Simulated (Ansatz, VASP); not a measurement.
**Two plane-wave programs on Sc2GeSe**

```xyz
4
Lattice="5.0365 0.0000 0.0000 0.0000 5.1571 0.0000 0.0000 0.0000 5.2882" Properties=species:S:1:pos:R:3 pbc="T T T"
Sc    0.0000    0.0000    0.0000
Sc    2.5183    2.5786    0.0000
Ge    0.0000    0.0000    2.6441
Se    0.0000    2.5786    0.0000
```

Alike in both runs: functional PBE; k mesh 10 × 10 × 10; occupations gaussian, width 0.1 eV; no spin polarisation.

Ansatz relaxed the structure, and its values are those at the end. VASP's run is a single point on that final structure, the one shown.

|  | VASP | Ansatz |
| --- | --- | --- |
| version | VASP 6.6.1 | Ansatz 0.2.0 |
| potentials or method | VASP PAW PBE potentials, release 64 (Sc_sv, Ge_d, Se), cutoff 520 eV | scalar-relativistic, plane waves, PAW |
| valence electrons in the cell | 42 | 52 |

Ansatz gave:

```
gap on the k mesh at the Fermi level (eV) : none
pressure (GPa)                            : 0.0
```

Question: Which values does VASP return?

Answer: gap on the k mesh at the Fermi level (eV): none; pressure (GPa): 0.1.

A gap of «none» marks a metal or a gap that the smearing closes. VASP's potentials hold 42 valence electrons a cell and Ansatz's 52, so a difference there can come from the potentials and not from the codes.
